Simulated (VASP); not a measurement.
**AlO2: single point with PBE**

The system is AlO2.

```
Al O
1.0
     4.01761    0.00000    0.00000
    -2.00880    3.47935    0.00000
     0.00000    0.00000    5.60071
Al O
3 6
Direct
  0.50000 0.00000 0.00000
  0.50000 0.50000 0.66667
  0.00000 0.50000 0.33333
  0.16260 0.32520 0.00000
  0.83740 0.16260 0.66667
  0.67480 0.83740 0.33333
  0.83740 0.67480 0.00000
  0.16260 0.83740 0.66667
  0.32520 0.16260 0.33333
```

```yaml
Program: VASP 6.6.1
Task: single point
Functional: PBE
Potentials_or_basis: VASP PAW PBE potentials, release 64 (Al, O)
Cutoff: 520 eV
k_mesh: 6 × 6 × 4
Occupations: gaussian, width 0.1 eV
Spin: no spin polarisation
Dipole_correction: no
Further_INCAR_settings: ALGO = Normal; EDIFF = 1e-06; NBANDS = 32
```

The pressure is -10.6 GPa. The largest force is 1.604 eV/Å.

Forces on the atoms (eV/Å):
```
Al   0.000  0.000  0.000
Al   0.000  0.000  0.000
Al   0.000  0.000  0.000
O    0.000  1.604  0.000
O   -1.389  0.802  0.000
O   -1.389 -0.802  0.000
O    0.000 -1.604  0.000
O    1.389 -0.802  0.000
O    1.389  0.802  0.000
```

Stress tensor (GPa, compression positive):
```
 -8.40   0.00   0.00
  0.00  -8.40   0.00
  0.00   0.00 -14.86
```

Levels at points of the mesh, in eV from the Fermi level:
```tsv
k point	band 19	band 20	band 21	band 22	band 23	band 24	band 25	band 26	band 27	band 28
(0.00, 0.00, 0.00)	-2.37	-2.37	-0.79	-0.23	0.22	0.22	0.46	4.23	4.23	6.88
(0.50, 0.00, 0.00)	-1.45	-1.43	-1.31	-0.74	-0.19	0.68	3.38	3.89	4.84	5.62
(0.00, 0.00, 0.50)	-1.88	-1.88	-1.85	-1.85	-0.93	0.69	2.39	2.39	3.56	6.78
(0.50, 0.00, 0.50)	-1.56	-1.24	-0.56	-0.22	-0.19	0.55	2.99	4.14	4.72	6.00
```

Run time: 24 s on 1 thread of AMD EPYC 9R45 96-Core Processor (Zen 5), on a shared host, peak memory 0.16 GiB.

Caveat: an odd number of electrons without spin polarisation forces a metal; a magnetic or distorted state may lie lower.
